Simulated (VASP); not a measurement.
# Pt (Immm) in VASP: single point with r2SCAN

Aim: the single point of Pt with r2SCAN.

Program: VASP 6.6.1. These are calculated values, not measurements. Logs are shortened: lines on timing, memory, paths and dates and some standing lists are left out, and cuts for length are marked.

## Step 1: The cell of the first run

It takes space group Immm (No. 71, orthorhombic). Conventional cell: a = 2.772 Å, b = 2.800 Å, c = 3.940 Å, α = 90.00°, β = 90.00°, γ = 90.00°. Within 3.7 Å of Pt (site symmetry mmm) lie 12 Pt at 2.77 to 2.80 Å.

## Step 2: Single point, r2SCAN (strain +0.0100 x Voigt [0, 0, 0, 1, 0, 0])

File POSCAR:

```
Pt
1.0
    0.0000000000      1.9799609330      1.9799609330
    1.9701103811      0.0098505519      1.9701103811
    1.9701103811      1.9701103811      0.0098505519
Pt
1
Direct
    0.0000000000      0.0000000000      0.0000000000
```

File INCAR.step1:

```
  PREC = Accurate
  ENCUT = 550
  ISMEAR = 0
  SIGMA = 0.15
  LREAL = F
  LASPH = T
  NELM = 120
  NBANDS = 11
  GGA = PE
  ALGO = Normal
  EDIFF = 1E-5
  LWAVE = T
  LCHARG = F
  GGA_COMPAT = F
```

File INCAR.step2:

```
  PREC = Accurate
  ENCUT = 550
  EDIFF = 1E-6
  ISMEAR = 0
  SIGMA = 0.15
  LREAL = F
  LASPH = T
  NELM = 120
  ALGO = Normal
  ISIF = 2
  LWAVE = F
  LCHARG = F
  METAGGA = R2SCAN
  LMIXTAU = T
  NBANDS = 11
  ISTART = 1
  GGA_COMPAT = F
```

File KPOINTS:

```
Automatic mesh
0
Gamma
  26 26 26
```

Potentials or basis: VASP PAW PBE potentials, release 64 (Pt).

Command:

```bash
$ cat potpaw_PBE.64/Pt/POTCAR > POTCAR
$ cp INCAR.step1 INCAR
$ mpirun -np 1 vasp_std > vasp.out
$ cp INCAR.step2 INCAR
$ mpirun -np 1 vasp_std > vasp.out
```

OUTCAR:

```text
PREC = Accurate
   ENCUT = 550
   EDIFF = 1E-6
   ISMEAR = 0
   LREAL = F
   LASPH = T
   NELM = 120
   ISIF = 2
   METAGGA = R2SCAN
   ISTART = 1

 ion  position               nearest neighbor table
   1  0.000  0.000  0.000-

  LATTYP: Found a body centered orthorhombic cell.
 ALAT       =     2.7722260362
 B/A-ratio  =     1.0100502513
 C/A-ratio  =     1.4213201632

  Lattice vectors:

 A1 = (  -1.9701103811,   1.9701103811,   0.0098505519)
 A2 = (  -1.9701103811,  -1.9701103811,  -0.0098505519)
 A3 = (   1.9701103811,   0.0098505519,   1.9701103811)

Analysis of symmetry for initial positions (statically):
=====================================================================
 Subroutine PRICEL returns:
 Original cell was already a primitive cell.

 Routine SETGRP: Setting up the symmetry group for a
 body centered orthorhombic supercell.

 Subroutine GETGRP returns: Found  8 space group operations
 (whereof  8 operations were pure point group operations)
 out of a pool of  8 trial point group operations.

The static configuration has the point symmetry D_2h.

Analysis of symmetry for dynamics (positions and initial velocities):
=====================================================================
 Subroutine PRICEL returns:
 Original cell was already a primitive cell.

 Routine SETGRP: Setting up the symmetry group for a
 body centered orthorhombic supercell.

 Subroutine GETGRP returns: Found  8 space group operations
 (whereof  8 operations were pure point group operations)
 out of a pool of  8 trial point group operations.

The dynamic configuration has the point symmetry D_2h.

 Subroutine INISYM returns: Found  8 space group operations
 (whereof  8 operations are pure point group operations),
 and found     1 'primitive' translations

----------------------------------------------------------------------------------------

                                     Primitive cell

  volume of cell :      15.2929

  direct lattice vectors                    reciprocal lattice vectors
     0.000000000  1.979960933  1.979960933    -0.253792886  0.252530235  0.252530235
     1.970110381  0.009850552  1.970110381     0.253792886 -0.255068227  0.255068227
     1.970110381  1.970110381  0.009850552     0.253792886  0.255068227 -0.255068227

  length of vectors
     2.800087604  2.786174234  2.786174234     0.438125403  0.441056040  0.441056040

  position of ions in fractional coordinates (direct lattice)
     0.000000000  0.000000000  0.000000000

  ion indices of the primitive-cell ions
   primitive index   ion index
                 1           1

----------------------------------------------------------------------------------------

 KPOINTS: Automatic mesh

Automatic generation of k-mesh.
 Grid dimensions read from file:
 generate k-points for:   26   26   26

 Generating k-lattice:

  Cartesian coordinates                     Fractional coordinates (reciprocal lattice)
    -0.009761265  0.009712701  0.009712701     0.038461538  0.000000000 -0.000000000
     0.009761265 -0.009810316  0.009810316     0.000000000  0.038461538 -0.000000000
     0.009761265  0.009810316 -0.009810316     0.000000000  0.000000000  0.038461538

  Length of vectors
     0.016850977  0.016963694  0.016963694

  Shift w.r.t. Gamma in fractional coordinates (k-lattice)
     0.000000000  0.000000000  0.000000000

 Subroutine IBZKPT returns following result:
 ===========================================

 Found   2471 irreducible k-points:

 Following reciprocal coordinates:
            Coordinates               Weight
  0.000000  0.000000  0.000000      1.000000
  0.038462 -0.000000 -0.000000      4.000000
  0.076923 -0.000000 -0.000000      4.000000
  0.115385  0.000000  0.000000      4.000000
  0.153846  0.000000  0.000000      4.000000
  0.192308  0.000000  0.000000      4.000000
[... 16 lines left out ...]
  0.307692  0.038462  0.000000      8.000000
  0.346154  0.038462 -0.000000      8.000000
 [... further k-points ...]
   k-points           NKPTS =   2471   k-points in BZ     NKDIM =   2471   number of bands    NBANDS=     11
   number of dos      NEDOS =    301   number of ions     NIONS =      1
   total plane-waves  NPLWV =  13824
   dimension x,y,z NGX =    24 NGY =   24 NGZ =   24
   dimension x,y,z NGXF=    48 NGYF=   48 NGZF=   48
   ions per type =               1
   NGX,Y,Z   is equivalent  to a cutoff of  14.25, 14.32, 14.32 a.u.
   NGXF,Y,Z  is equivalent  to a cutoff of  28.50, 28.64, 28.64 a.u.
 SYSTEM =  unknown system
   PREC   = accura    normal or accurate (medium, high low for compatibility)
   ISTART =      1    job   : 0-new  1-cont  2-samecut
   ICHARG =      0    charge: 1-file 2-atom 10-const
   ISPIN  =      1    spin polarized calculation?
   LNONCOLLINEAR =      F non collinear calculations
   LSORBIT =      F    spin-orbit coupling
   LASPH  =      T    aspherical Exc in radial PAW
   ENCUT  =  550.0 eV  40.42 Ry    6.36 a.u.   5.35  5.33  5.33*2*pi/ulx,y,z
   NELM   =    120;   NELMIN=  2; NELMDL=  0     # of ELM steps
   EDIFF  = 0.1E-05   stopping-criterion for ELM
   LREAL  =      F    real-space projection
   EDIFFG = 0.1E-04   stopping-criterion for IOM
   NSW    =      0    number of steps for IOM
   IBRION =     -1    ionic relax: 0-MD 1-quasi-New 2-CG
   NFREE  =      0    steps in history (QN), initial steepest desc. (CG)
   ISIF   =      2    stress and relaxation
   ISYM   =      2    0-nonsym 1-usesym 2-fastsym
   POTIM  = 0.5000    time-step for ionic-motion
   TEBEG  =    0.0;   TEEND  =   0.0 temperature during run
   PSTRESS=    0.0 pullay stress
   NELECT =      10.0000    total number of electrons
   NUPDOWN=      -1.0000    fix difference up-down
   EMIN   =  10.00;   EMAX   =-10.00  energy-range for DOS
   EFERMI =   0.00;   METHOD = LEGACY
   ISMEAR =     0;   SIGMA  =   0.15  broadening in eV -4-tet -1-fermi 0-gaus
   EFERMI_NEDOS =   21; number of points for ismear=-14 and -15
   IALGO  =     38    algorithm
   IMIX   =      4    mixing-type and parameters
     AMIX     =   0.40;   BMIX     =  1.00
     AMIX_MAG =   1.60;   BMIX_MAG =  1.00
  volume/ion in A,a.u.               =      15.29       103.20
  Fermi-wavevector in a.u.,A,eV,Ry     =   1.420947  2.685201 27.471394  2.019090
  Thomas-Fermi vector in A             =   2.541809
   LORBIT       =      0    0 simple, 1 ext, 2 COOP (PROOUT), +10 PAW based schemes
   METAGGA = R2SCAN    functional components
   LHFCALC =     F    Hartree Fock is set to
   AEXX    =    0.0000 exact exchange contribution
   IVDW    =     0    specifies the selected vdW correction
   LEPSILON=     F    determine dielectric tensor
   LRPA    =     F    only Hartree local field effects (RPA)
 non-spin polarized calculation
 Gauss-broadening in eV      SIGMA  =   0.15
  energy-cutoff  :      550.00
  volume of cell :       15.29
 maximum number of plane-waves:       461
 NGX is ok and might be reduce to    24
   NGX = 11   NGY = 11   NGZ = 11

 number of electron      10.0000001 magnetization

 Free energy of the ion-electron system (eV)
  ---------------------------------------------------
  ext. energy  EPLUGINS =         0.00000000
  ---------------------------------------------------
  free energy    TOTEN  =       -51.50967547 eV

  energy without entropy =      -51.48827067  energy(sigma->0) =      -51.49897307

 E-fermi :  10.7429     XC(G=0): -14.5366

 val. band max:       10.7425275305   @ k =  -0.4231  -0.3462   0.0385
 cond. band min:      10.7432862803   @ k =  -0.0385   0.5000   0.0385
 fundamental gap:      0.0007587497
 Fermi energy:        10.7428963590

 k-point     1 :       0.0000    0.0000    0.0000
  band No.  band energies     occupation
      1       0.4144      2.00000
      2       6.8604      2.00000
      3       6.9161      2.00000
      4       6.9798      2.00000
      5       9.0356      2.00000
      6       9.0365      2.00000
      7      26.2681      0.00000
      8      31.1879      0.00000
      9      31.3604      0.00000
     10      31.5315      0.00000
     11      37.1813      0.00000

 k-point     2 :       0.0385   -0.0000   -0.0000
  band No.  band energies     occupation
      1       0.4754      2.00000
      2       6.8443      2.00000
      3       6.9288      2.00000
      4       7.0042      2.00000
      5       9.0229      2.00000
      6       9.0238      2.00000
      7      26.3608      0.00000
      8      30.9002      0.00000
      9      31.4078      0.00000
     10      31.6223      0.00000
     11      37.5493      0.00000

 k-point     3 :       0.0769   -0.0000   -0.0000
  band No.  band energies     occupation
      1       0.6558      2.00000
      2       6.7763      2.00000
      3       6.9873      2.00000
      4       7.0730      2.00000
      5       8.9902      2.00000
      6       8.9912      2.00000
      7      26.6262      0.00000
      8      30.0919      0.00000
      9      31.6723      0.00000
     10      31.8906      0.00000
     11      38.3492      0.00000

 k-point     4 :       0.1154    0.0000    0.0000
  band No.  band energies     occupation
      1       0.9473      2.00000
      2       6.6731      2.00000
      3       7.0778      2.00000
      4       7.1717      2.00000
      5       8.9550      2.00000
      6       8.9560      2.00000
      7      27.0217      0.00000
      8      29.0519      0.00000
      9      32.1123      0.00000
     10      32.3239      0.00000
     11      38.3524      0.00000

 k-point     5 :       0.1538    0.0000    0.0000
  band No.  band energies     occupation
      1       1.3337      2.00000
      2       6.5656      2.00000
      3       7.1714      2.00000
      4       7.2739      2.00000
      5       8.9473      2.00000
      6       8.9479      2.00000
      7      27.4212      0.00000
      8      27.9595      0.00000
      9      32.6985      0.00000
     10      32.8992      0.00000
     11      37.1345      0.00000
[... 211 lines left out ...]
 k-point    21 :       0.2308    0.0385    0.0000
  band No.  band energies     occupation
      1       2.1549      2.00000
      2       6.4324      2.00000
      3       7.2770      2.00000
      4       7.3769      2.00000
      5       8.9175      2.00000
      6       9.2896      2.00000
      7      25.8185      0.00000
      8      28.1057      0.00000
      9      33.0751      0.00000
     10      34.3231      0.00000
     11      35.4491      0.00000

 k-point    22 :       0.2692    0.0385    0.0000
  band No.  band energies     occupation
      1       2.6077      2.00000
      2       6.5406      2.00000
      3       7.2361      2.00000
      4       7.3361      2.00000
      5       9.1512      2.00000
      6       9.5050      2.00000
      7      24.4516      0.00000
      8      28.0087      0.00000
      9      33.2568      0.00000
     10      34.7225      0.00000
     11      35.4456      0.00000

 k-point    23 :       0.3077    0.0385    0.0000
  band No.  band energies     occupation
      1       2.9700      2.00000
      2       6.8463      2.00000
      3       7.1522      2.00000
      4       7.2542      2.00000
      5       9.4707      2.00000
      6       9.7770      2.00000
      7      22.9907      0.00000
      8      27.6370      0.00000
      9      32.9135      0.00000
     10      34.3444      0.00000
     11      36.0031      0.00000

 k-point    24 :       0.3462    0.0385   -0.0000
  band No.  band energies     occupation
      1       3.2003      2.00000
      2       7.0423      2.00000
      3       7.1493      2.00000
      4       7.3938      2.00000
      5       9.8405      2.00000
      6      10.0707      2.00000
      7      21.4746      0.00000
      8      27.1650      0.00000
      9      32.2360      0.00000
     10      33.4099      0.00000
     11      36.9621      0.00000

 [... further k-points ...]
[... 5 lines left out ...]
  --------------------------------------------------------------------------------------
  -------------------------------------------------------------------------------------
  Total        0.0713544      0.0803683      0.0803683      0.0000000     -0.0602911      0.0000000
  in kB        7.4755044      8.4198568      8.4198568      0.0000000     -6.3164447      0.0000000
  external PRESSURE =       8.1050727 kB  Pullay stress =       0.0000000 kB

 VOLUME and BASIS-vectors are now :
 -----------------------------------------------------------------------------
  energy-cutoff  :      550.00
  volume of cell :       15.29
      direct lattice vectors                 reciprocal lattice vectors
     0.000000000  1.979960933  1.979960933    -0.253792886  0.252530235  0.252530235
     1.970110381  0.009850552  1.970110381     0.253792886 -0.255068227  0.255068227
     1.970110381  1.970110381  0.009850552     0.253792886  0.255068227 -0.255068227

 POSITION                                       TOTAL-FORCE (eV/Angst)
 -----------------------------------------------------------------------------------
      0.00000      0.00000      0.00000         0.000000      0.000000     -0.000000
 -----------------------------------------------------------------------------------
    total drift:                               -0.000000     -0.000000     -0.000000

  FREE ENERGIE OF THE ION-ELECTRON SYSTEM (eV)
  ---------------------------------------------------
  free  energy   TOTEN  =       -51.5096754729 eV

  energy  without entropy=      -51.4882706737  energy(sigma->0) =      -51.49897307
```

It took 15 min on 1 thread of AMD EPYC 9R45 (Zen 5), shared host; peak memory 0.51 GiB.

Results:

| Item | Value |
| --- | --- |
| Free energy | -51.5097 eV |
| Pressure | 0.8 GPa |
| Band gap on the k mesh | zero (band 5 reaches 11.27 eV, above the bottom of band 6 at 8.92 eV) |

Caveat: the cell differs from its parent crystal (strain +0.0100 x Voigt [0, 0, 0, 1, 0, 0]); the PAW data sets were made with another functional, which shifts forces and pressure a little; spin-orbit coupling is left out, which moves the levels of the heavy elements.
